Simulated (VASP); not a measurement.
Here is a VASP 6.6.1 calculation.

The input INCAR:

```
PREC = Accurate ; ENCUT = 520
EDIFF = 1E-7 ; ISMEAR = 0
SIGMA = 0.05 ; LREAL = False
LASPH = True ; NELM = 80
ALGO = Fast ; ISIF = 2
LWAVE = False ; LCHARG = False
GGA = PE ; IVDW = 12
NELECT = 96.0 ; NBANDS = 60
```

KPOINTS

```
Automatic mesh
0
Gamma
  6 6 4
```

POSCAR

```
Te7Mo4
1.0
    3.4951625504     -6.0537991181      0.0000000000
   -6.9903251009      0.0000000000      0.0000000000
    0.0000000000      0.0000000000     -7.6242845190
Te Mo
7 4
Direct
    0.7307477749      0.2947955498      0.2385784197
    0.1666666667      0.8333333333      0.2385784197
    0.6666666667      0.8333333333      0.2385784197
    0.1666666667      0.3333333333      0.7614215803
    0.6666666667      0.3333333333      0.7614215803
    0.1666666667      0.8333333333      0.7614215803
    0.6666666667      0.8333333333      0.7614215803
    0.0000000000      0.5000000000      0.0000000000
    0.5000000000      0.5000000000      0.0000000000
    0.0000000000      0.0000000000      0.0000000000
    0.5000000000      0.0000000000      0.0000000000
```

Potentials or basis: VASP PAW PBE potentials, release 64 (Te, Mo_sv).

Run with:

```console
$ cat potpaw_PBE.64/Te/POTCAR potpaw_PBE.64/Mo_sv/POTCAR > POTCAR
$ mpirun -np 1 vasp_std > vasp.out
```

(1) Estimate the largest force.

(2) What does it give for the dispersion energy per atom?

## Answers

(1) 2.775 eV/Å.

(2) -0.468 eV.

Caveat: the cell carries a net charge on a neutralising background, which shifts energy and pressure; the cell differs from its parent crystal (atoms taken out, atom 1 moved -0.167 of the way to it and +0.233 Å across, host rigid).
